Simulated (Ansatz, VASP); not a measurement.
# NaHF2 in VASP and in Ansatz

```
CELL_PARAMETERS angstrom
1.71388 0.98951 3.58223
-1.71388 0.98951 3.58223
0.00000 -1.97902 3.58223
ATOMIC_POSITIONS crystal
Na 0.00000 0.00000 0.00000
H 0.50000 0.50000 0.50000
F 0.41688 0.41688 0.41688
F 0.58312 0.58312 0.58312
```

Alike in both runs: task single point; functional PBEsol; dispersion D3(BJ); k mesh 9 × 9 × 9; occupations gaussian, width 0.05 eV; no spin polarisation.

|  | VASP | Ansatz |
| --- | --- | --- |
| version | VASP 6.6.1 | Ansatz 0.2.0 |
| potentials or method | VASP PAW PBE potentials, release 64 (Na_pv, H, F), cutoff 520 eV | scalar-relativistic, plane waves, PAW |
| valence electrons in the cell | 22 | 24 |

VASP gave:

| Property | Result |
| --- | --- |
| gap on the k mesh at the Fermi level (eV) | 6.36 |
| least direct gap on the mesh (eV) | 6.36 |
| rms of the force components (eV/Å) | 7.021 |

Task: Which values does Ansatz return?

Result: gap on the k mesh at the Fermi level (eV): 6.36; least direct gap on the mesh (eV): 6.36; rms of the force components (eV/Å): 6.711.

VASP's potentials were made for PBE, not for PBEsol. Atom by atom the forces differ by 0.310 eV/Å (rms over components). VASP's potentials hold 22 valence electrons a cell and Ansatz's 24, so a difference there can come from the potentials and not from the codes.
